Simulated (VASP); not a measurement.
Wanted: the native input for a VASP 6.6.1 run.

* Task: single point
* Functional: PBEsol
* Potentials or basis: VASP PAW PBE potentials, release 64 (Te, Pb_d)
* Cutoff: 500 eV
* k mesh: 9 × 9 × 9
* Occupations: fermi-dirac, width 0.05 eV
* Spin: no spin polarisation
* Dipole correction: no
* Further INCAR settings: ALGO = Normal; EDIFF = 1e-06; NBANDS = 17

The structure of TePb lies in POSCAR:

```
TePb
1.0
    3.0669902792      0.0000000000      0.0000000000
    0.0000000000      3.0669902792      0.0000000000
    0.0000000000      0.0000000000      3.0669902792
Te Pb
1 1
Direct
    0.5000000000      0.5000000000      0.5000000000
    0.0000000000      0.0000000000      0.0000000000
```

The input as run:

INCAR

```
PREC     = Accurate       # precision mode
ENCUT    = 500            # plane-wave cutoff, eV
EDIFF    = 1E-6           # SCF threshold, eV
ISMEAR   = -1             # smearing method
SIGMA    = 0.05           # smearing width, eV
LREAL    = F              # projectors in reciprocal space
LASPH    = T              # aspherical terms in the spheres
NELM     = 120            # most SCF steps
ALGO     = Normal         # electronic algorithm
ISIF     = 2              # what is computed and relaxed
LWAVE    = F              # write WAVECAR
LCHARG   = F              # write CHGCAR
GGA      = PS             # functional
NBANDS   = 17             # bands
GGA_COMPAT= F
```

KPOINTS

```
regular mesh
0
Gamma
  9 9 9
```

Potentials or basis: VASP PAW PBE potentials, release 64 (Te, Pb_d).

The run is started by

```bash
$ cat potpaw_PBE.64/Te/POTCAR potpaw_PBE.64/Pb_d/POTCAR > POTCAR
$ mpirun -np 1 vasp_std > vasp.out
```

Results of the run:

| Quantity | Value |
| --- | --- |
| Pressure | 196.2 GPa |
| Band gap on the k mesh | zero (band 10 reaches 22.57 eV, above the bottom of band 11 at 16.16 eV) |

Caveat: the PAW data sets were made with another functional, which shifts forces and pressure a little; spin-orbit coupling is left out, which moves the levels of the heavy elements.

Wall time 8.7 s on 1 thread of AMD EPYC 9R45 96-Core Processor (Zen 5) (shared host), peak memory 0.12 GiB.
